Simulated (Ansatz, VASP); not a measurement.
# Two plane-wave programs on F

```
CELL_PARAMETERS angstrom
2.94846 -1.69458 -0.22741
2.94846 1.69458 -0.22741
-2.21702 0.00000 6.78634
ATOMIC_POSITIONS crystal
F 0.08485 0.08485 0.11398
F 0.91515 0.91515 0.88602
F 0.50157 0.50157 0.59372
F 0.49843 0.49843 0.40628
```

Alike in both runs: task single point; functional PBEsol; k mesh 4 × 4 × 2; occupations gaussian, width 0.05 eV; no spin polarisation.

|  | VASP | Ansatz |
| --- | --- | --- |
| version | VASP 6.6.1 | Ansatz 0.2.0 |
| potentials or method | VASP PAW PBE potentials, release 64 (F), cutoff 520 eV | scalar-relativistic, plane waves, PAW |
| valence electrons in the cell | 28 | 28 |

Ansatz gave:

```
gap on the k mesh at the Fermi level (eV)                     : 1.68
least direct gap on the mesh (eV)                             : 1.78
pressure (GPa)                                                : -0.4
traceless stress, the component that is largest in VASP (GPa) : -6.39
rms of the force components (eV/Å)                            : 1.793
```

Task: Which values does VASP return?

Result: gap on the k mesh at the Fermi level (eV): 1.64; least direct gap on the mesh (eV): 1.74; pressure (GPa): -0.1; traceless stress, the component that is largest in VASP (GPa): -6.80; rms of the force components (eV/Å): 1.942.

VASP's potentials were made for PBE, not for PBEsol. Atom by atom the forces differ by 0.271 eV/Å (rms over components). The functional is the same, so the differences come from potentials, cutoffs and numerics.

The k mesh is coarse, so the values compare programs but aren't converged.
